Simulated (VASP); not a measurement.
# Ti (P6_3/mmc) in VASP: notebook

Runs on Ti. Level: r2SCAN. Tasks: single point.

Program: VASP 6.6.1. These are calculated values, not measurements. Logs are shortened: lines on timing, memory, paths and dates and some standing lists are left out, and cuts for length are marked.

## (1) The cell of the first run

The structure is hexagonal, space group P6_3/mmc (No. 194). The conventional cell has a = 3.141 Å, b = 3.141 Å, c = 5.195 Å, α = 90.00°, β = 90.00°, γ = 120.00°. Ti (site symmetry -6m2) has 12 Ti at 3.14 to 3.17 Å within 4.1 Å.

## (2) Single point, r2SCAN

The input, POSCAR:

```
Ti
1.0
    3.1405000000      0.0000000000      0.0000000000
   -1.5702500000      2.7197527806      0.0000000000
    0.0000000000      0.0000000000      5.1950000000
Ti
2
Direct
    0.3333333333      0.6666666667      0.2500000000
    0.6666666667      0.3333333333      0.7500000000
```

The input, INCAR.step1:

```
PREC = Accurate
ENCUT = 520
ISMEAR = 1
SIGMA = 0.05
LREAL = False
LASPH = True
NELM = 80
NBANDS = 19
GGA = PE
ALGO = Normal
EDIFF = 1E-4
LWAVE = True
LCHARG = False
```

The input, INCAR.step2:

```
PREC = Accurate
ENCUT = 520
EDIFF = 1E-7
ISMEAR = 1
SIGMA = 0.05
LREAL = False
LASPH = True
NELM = 80
ALGO = Normal
ISIF = 2
LWAVE = False
LCHARG = False
METAGGA = R2SCAN
LMIXTAU = True
NBANDS = 19
ISTART = 1
```

The input, KPOINTS:

```
regular mesh
0
Gamma
  18 18 10
```

Potentials or basis: VASP PAW PBE potentials, release 64 (Ti_sv).

On the command line:

```sh
cat potpaw_PBE.64/Ti_sv/POTCAR > POTCAR
cp INCAR.step1 INCAR
mpirun -np 1 vasp_std > vasp.out
cp INCAR.step2 INCAR
mpirun -np 1 vasp_std > vasp.out
```

OUTCAR:

```text
PREC = Accurate
   ENCUT = 520
   EDIFF = 1E-7
   ISMEAR = 1
   LREAL = False
   LASPH = True
   NELM = 80
   ISIF = 2
   METAGGA = R2SCAN
   ISTART = 1

 ion  position               nearest neighbor table
   1  0.333  0.667  0.250-
   2  0.667  0.333  0.750-

  LATTYP: Found a hexagonal cell.
 ALAT       =     3.1405000000
 C/A-ratio  =     1.6541951918

  Lattice vectors:

 A1 = (   3.1405000000,   0.0000000000,   0.0000000000)
 A2 = (  -1.5702500000,   2.7197527806,   0.0000000000)
 A3 = (   0.0000000000,   0.0000000000,   5.1950000000)

Analysis of symmetry for initial positions (statically):
=====================================================================
 Subroutine PRICEL returns:
 Original cell was already a primitive cell.

 Routine SETGRP: Setting up the symmetry group for a
 hexagonal supercell.

 Subroutine GETGRP returns: Found 24 space group operations
 (whereof 12 operations were pure point group operations)
 out of a pool of 24 trial point group operations.

The static configuration has the point symmetry D_3d.
 The point group associated with its full space group is D_6h.

Analysis of symmetry for dynamics (positions and initial velocities):
=====================================================================
 Subroutine PRICEL returns:
 Original cell was already a primitive cell.

 Routine SETGRP: Setting up the symmetry group for a
 hexagonal supercell.

 Subroutine GETGRP returns: Found 24 space group operations
 (whereof 12 operations were pure point group operations)
 out of a pool of 24 trial point group operations.

The dynamic configuration has the point symmetry D_3d.
 The point group associated with its full space group is D_6h.

 Subroutine INISYM returns: Found 24 space group operations
 (whereof 12 operations are pure point group operations),
 and found     1 'primitive' translations

----------------------------------------------------------------------------------------

                                     Primitive cell

  volume of cell :      44.3725

  direct lattice vectors                    reciprocal lattice vectors
     3.140500000  0.000000000  0.000000000     0.318420634  0.183840239  0.000000000
    -1.570250000  2.719752781  0.000000000     0.000000000  0.367680477  0.000000000
     0.000000000  0.000000000  5.195000000     0.000000000  0.000000000  0.192492782

  length of vectors
     3.140500000  3.140500000  5.195000000     0.367680477  0.367680477  0.192492782

  position of ions in fractional coordinates (direct lattice)
     0.333333333  0.666666667  0.250000000
     0.666666667  0.333333333  0.750000000

  ion indices of the primitive-cell ions
   primitive index   ion index
                 1           1
                 2           2

----------------------------------------------------------------------------------------

 KPOINTS: regular mesh

Automatic generation of k-mesh.
 Grid dimensions read from file:
 generate k-points for:   18   18   10

 Generating k-lattice:

  Cartesian coordinates                     Fractional coordinates (reciprocal lattice)
     0.017690035  0.010213347  0.000000000     0.055555556  0.000000000  0.000000000
     0.000000000  0.020426693  0.000000000     0.000000000  0.055555556  0.000000000
     0.000000000  0.000000000  0.019249278     0.000000000  0.000000000  0.100000000

  Length of vectors
     0.020426693  0.020426693  0.019249278

  Shift w.r.t. Gamma in fractional coordinates (k-lattice)
     0.000000000  0.000000000  0.000000000

 Subroutine IBZKPT returns following result:
 ===========================================

 Found    222 irreducible k-points:

 Following reciprocal coordinates:
            Coordinates               Weight
  0.000000  0.000000  0.000000      1.000000
  0.055556 -0.000000  0.000000      6.000000
  0.111111 -0.000000  0.000000      6.000000
  0.166667  0.000000  0.000000      6.000000
  0.222222 -0.000000  0.000000      6.000000
  0.277778  0.000000  0.000000      6.000000
[... 16 lines left out ...]
  0.333333  0.111111  0.000000     12.000000
  0.388889  0.111111  0.000000     12.000000
 [... further k-points ...]
   k-points           NKPTS =    222   k-points in BZ     NKDIM =    222   number of bands    NBANDS=     19
   number of dos      NEDOS =    301   number of ions     NIONS =      2
   total plane-waves  NPLWV =  23040
   dimension x,y,z NGX =    24 NGY =   24 NGZ =   40
   dimension x,y,z NGXF=    48 NGYF=   48 NGZF=   80
   ions per type =               2
   NGX,Y,Z   is equivalent  to a cutoff of  12.70, 12.70, 12.80 a.u.
   NGXF,Y,Z  is equivalent  to a cutoff of  25.41, 25.41, 25.60 a.u.
 SYSTEM =  unknown system
   PREC   = accura    normal or accurate (medium, high low for compatibility)
   ISTART =      1    job   : 0-new  1-cont  2-samecut
   ICHARG =      0    charge: 1-file 2-atom 10-const
   ISPIN  =      1    spin polarized calculation?
   LNONCOLLINEAR =      F non collinear calculations
   LSORBIT =      F    spin-orbit coupling
   LASPH  =      T    aspherical Exc in radial PAW
   ENCUT  =  520.0 eV  38.22 Ry    6.18 a.u.   5.84  5.84  9.66*2*pi/ulx,y,z
   NELM   =     80;   NELMIN=  2; NELMDL=  0     # of ELM steps
   EDIFF  = 0.1E-06   stopping-criterion for ELM
   LREAL  =      F    real-space projection
   EDIFFG = 0.1E-05   stopping-criterion for IOM
   NSW    =      0    number of steps for IOM
   IBRION =     -1    ionic relax: 0-MD 1-quasi-New 2-CG
   NFREE  =      0    steps in history (QN), initial steepest desc. (CG)
   ISIF   =      2    stress and relaxation
   ISYM   =      2    0-nonsym 1-usesym 2-fastsym
   POTIM  = 0.5000    time-step for ionic-motion
   TEBEG  =    0.0;   TEEND  =   0.0 temperature during run
   PSTRESS=    0.0 pullay stress
   NELECT =      24.0000    total number of electrons
   NUPDOWN=      -1.0000    fix difference up-down
   EMIN   =  10.00;   EMAX   =-10.00  energy-range for DOS
   EFERMI =   0.00;   METHOD = LEGACY
   ISMEAR =     1;   SIGMA  =   0.05  broadening in eV -4-tet -1-fermi 0-gaus
   EFERMI_NEDOS =   21; number of points for ismear=-14 and -15
   IALGO  =     38    algorithm
   IMIX   =      4    mixing-type and parameters
     AMIX     =   0.40;   BMIX     =  1.00
     AMIX_MAG =   1.60;   BMIX_MAG =  1.00
  volume/ion in A,a.u.               =      22.19       149.72
  Fermi-wavevector in a.u.,A,eV,Ry     =   1.333851  2.520613 24.206921  1.779158
  Thomas-Fermi vector in A             =   2.462678
   LORBIT       =      0    0 simple, 1 ext, 2 COOP (PROOUT), +10 PAW based schemes
   METAGGA = R2SCAN    functional components
   LHFCALC =     F    Hartree Fock is set to
   AEXX    =    0.0000 exact exchange contribution
   IVDW    =     0    specifies the selected vdW correction
   LEPSILON=     F    determine dielectric tensor
   LRPA    =     F    only Hartree local field effects (RPA)
 non-spin polarized calculation
 Methfessel and Paxton  Order N= 1 SIGMA  =   0.05
  energy-cutoff  :      520.00
  volume of cell :       44.37
 maximum number of plane-waves:      1209
 NGX is ok and might be reduce to    24
   NGX = 11   NGY = 11   NGZ = 19

 number of electron      24.0000010 magnetization

 Free energy of the ion-electron system (eV)
  ---------------------------------------------------
  ext. energy  EPLUGINS =         0.00000000
  ---------------------------------------------------
  free energy    TOTEN  =       -25.21726693 eV

  energy without entropy =      -25.21734964  energy(sigma->0) =      -25.21729450

 E-fermi :   6.0473     XC(G=0): -11.1985

 val. band max:        6.0407145596   @ k =   0.2222  -0.0000   0.3000
 cond. band min:       6.0482097667   @ k =   0.1667   0.0556   0.2000
 fundamental gap:      0.0074952071
 Fermi energy:         6.0472982075

 k-point     1 :       0.0000    0.0000    0.0000
  band No.  band energies     occupation
      1     -53.6793      2.00000
      2     -53.6365      2.00000
      3     -29.0049      2.00000
      4     -28.7130      2.00000
      5     -28.6874      2.00000
      6     -28.6874      2.00000
[... 11 lines left out ...]
     18       7.5646      0.00000
     19       8.5363      0.00000

 k-point     2 :       0.0556   -0.0000    0.0000
  band No.  band energies     occupation
      1     -53.6780      2.00000
      2     -53.6358      2.00000
      3     -29.0019      2.00000
      4     -28.7140      2.00000
      5     -28.6946      2.00000
      6     -28.6896      2.00000
[... 11 lines left out ...]
     18       7.5291      0.00000
     19       8.5519      0.00000

 k-point     3 :       0.1111   -0.0000    0.0000
  band No.  band energies     occupation
      1     -53.6744      2.00000
      2     -53.6339      2.00000
      3     -28.9931      2.00000
      4     -28.7170      2.00000
      5     -28.7155      2.00000
      6     -28.6961      2.00000
[... 11 lines left out ...]
     18       7.4338      0.00000
     19       8.5902      0.00000

 k-point     4 :       0.1667    0.0000    0.0000
  band No.  band energies     occupation
      1     -53.6689      2.00000
      2     -53.6311      2.00000
      3     -28.9790      2.00000
      4     -28.7476      2.00000
      5     -28.7222      2.00000
      6     -28.7109      2.00000
[... 11 lines left out ...]
     18       7.4383      0.00000
     19       8.6352      0.00000

 k-point     5 :       0.2222   -0.0000    0.0000
  band No.  band energies     occupation
      1     -53.6618      2.00000
      2     -53.6278      2.00000
      3     -28.9607      2.00000
      4     -28.7873      2.00000
      5     -28.7500      2.00000
      6     -28.7295      2.00000
[... 11 lines left out ...]
     18       7.6955      0.00000
     19       8.6755      0.00000
[... 334 lines left out ...]
      2     -53.6236      2.00000
      3     -28.9325      2.00000
      4     -28.8292      2.00000
      5     -28.8053      2.00000
      6     -28.7424      2.00000
[... 11 lines left out ...]
     18       8.2198      0.00000
     19       8.6513      0.00000

 k-point    22 :       0.2778    0.1111    0.0000
  band No.  band energies     occupation
      1     -53.6444      2.00000
      2     -53.6212      2.00000
      3     -28.9106      2.00000
      4     -28.8659      2.00000
      5     -28.8341      2.00000
      6     -28.7540      2.00000
[... 11 lines left out ...]
     18       8.5706      0.00000
     19       8.6590      0.00000

 k-point    23 :       0.3333    0.1111    0.0000
  band No.  band energies     occupation
      1     -53.6379      2.00000
      2     -53.6197      2.00000
      3     -28.8959      2.00000
      4     -28.8895      2.00000
      5     -28.8572      2.00000
      6     -28.7666      2.00000
[... 11 lines left out ...]
     18       8.6628      0.00000
     19       8.9251      0.00000

 k-point    24 :       0.3889    0.1111    0.0000
  band No.  band energies     occupation
      1     -53.6333      2.00000
      2     -53.6192      2.00000
      3     -28.9154      2.00000
      4     -28.8727      2.00000
      5     -28.8723      2.00000
      6     -28.7780      2.00000
[... 11 lines left out ...]
     18       8.6641      0.00000
     19       9.2775      0.00000

 [... further k-points ...]

------------------------ aborting loop because EDIFF is reached ----------------------------------------

  FORCE on cell =-STRESS in cart. coord.  units (eV):
  Direction    XX          YY          ZZ          XY          YZ          ZX
  --------------------------------------------------------------------------------------
  -------------------------------------------------------------------------------------
  Total       -4.7052744     -4.7052744     -5.8848002      0.0000000     -0.0000000      0.0000000
  in kB     -169.8954542   -169.8954542   -212.4851213      0.0000000     -0.0000000      0.0000000
  external PRESSURE =    -184.0920099 kB  Pullay stress =       0.0000000 kB

 VOLUME and BASIS-vectors are now :
 -----------------------------------------------------------------------------
  energy-cutoff  :      520.00
  volume of cell :       44.37
      direct lattice vectors                 reciprocal lattice vectors
     3.140500000  0.000000000  0.000000000     0.318420634  0.183840239  0.000000000
    -1.570250000  2.719752781  0.000000000     0.000000000  0.367680477  0.000000000
     0.000000000  0.000000000  5.195000000     0.000000000  0.000000000  0.192492782

 POSITION                                       TOTAL-FORCE (eV/Angst)
 -----------------------------------------------------------------------------------
     -0.00000      1.81317      1.29875        -0.000000      0.000000      0.000000
      1.57025      0.90658      3.89625         0.000000     -0.000000      0.000000
 -----------------------------------------------------------------------------------
    total drift:                               -0.000000      0.000000     -0.000000

  FREE ENERGIE OF THE ION-ELECTRON SYSTEM (eV)
  ---------------------------------------------------
  free  energy   TOTEN  =       -25.2172669301 eV

  energy  without entropy=      -25.2173496350  energy(sigma->0) =      -25.21729450
```

Run time: 5.6 min. Hardware: 1 thread of Intel Xeon Platinum 8488C (Sapphire Rapids), shared host; peak memory 0.27 GiB.

Results:

* Free energy: -25.2173 eV
* Pressure: -18.4 GPa
* Band gap on the k mesh: zero (band 12 reaches 6.55 eV, above the bottom of band 13 at 5.64 eV)

Stress tensor (GPa, compression positive):
```
-16.99   0.00   0.00
  0.00 -16.99   0.00
  0.00   0.00 -21.25
```

Caveat: the PAW data sets were made with another functional, which shifts forces and pressure a little.

## (3) Single point, r2SCAN

This run uses another cell than the first one, of 16.98 Å³/atom, 0.765 times its volume.

The input, POSCAR:

```
Ti
1.0
    2.7981000000      0.0000000000      0.0000000000
   -1.3990500000      2.4232256823      0.0000000000
    0.0000000000      0.0000000000      5.0095000000
Ti
2
Direct
    0.3333333333      0.6666666667      0.2500000000
    0.6666666667      0.3333333333      0.7500000000
```

The input, INCAR.step1:

```
SYSTEM = Ti
PREC = Accurate
ENCUT = 520
ISMEAR = 1
SIGMA = 0.05
LREAL = .False.
LASPH = .True.
NELM = 60
NBANDS = 19
GGA = PE
ALGO = Normal
EDIFF = 1E-4
LWAVE = .True.
LCHARG = .False.
```

The input, INCAR.step2:

```
SYSTEM = Ti
PREC = Accurate
ENCUT = 520
EDIFF = 1E-6
ISMEAR = 1
SIGMA = 0.05
LREAL = .False.
LASPH = .True.
NELM = 60
ALGO = Normal
ISIF = 2
LWAVE = .False.
LCHARG = .False.
METAGGA = R2SCAN
LMIXTAU = .True.
NBANDS = 19
ISTART = 1
```

The input, KPOINTS:

```
Automatic mesh
0
Gamma
  18 18 10
  0 0 0
```

Potentials or basis: VASP PAW PBE potentials, release 64 (Ti_sv).

On the command line:

```sh
cat potpaw_PBE.64/Ti_sv/POTCAR > POTCAR
cp INCAR.step1 INCAR
mpirun -np 1 vasp_std > vasp.out
cp INCAR.step2 INCAR
mpirun -np 1 vasp_std > vasp.out
```

Wall time 3 min (1 thread of Intel Xeon 6975P-C (Granite Rapids), shared host); peak memory 0.24 GiB.

It converged, with:

* Free energy: -25.7518 eV
* Pressure: 2.6 GPa
* Band gap on the k mesh: zero (band 12 reaches 8.86 eV, above the bottom of band 13 at 8.31 eV)

Stress tensor (GPa, compression positive):
```
 7.97  0.00  0.00
 0.00  7.97  0.00
 0.00  0.00 -8.15
```

Levels at points of the mesh, in eV from the Fermi level:
```
           k point  band 9  band 10  band 11  band 12  band 13  band 14  band 15  band 16
(0.00, 0.00, 0.00)   -6.65    -3.02    -0.49     0.19     1.04     1.04     1.38     1.38
(0.50, 0.00, 0.00)   -2.44    -2.32    -2.12    -0.28     0.24     0.87     1.30     3.72
(0.00, 0.00, 0.50)   -4.97    -4.97    -0.46    -0.46     1.08     1.08     1.08     1.08
(0.50, 0.00, 0.50)   -2.73    -2.73    -1.15    -1.15     1.50     1.50     2.34     2.34
```

Caveat: the PAW data sets were made with another functional, which shifts forces and pressure a little.
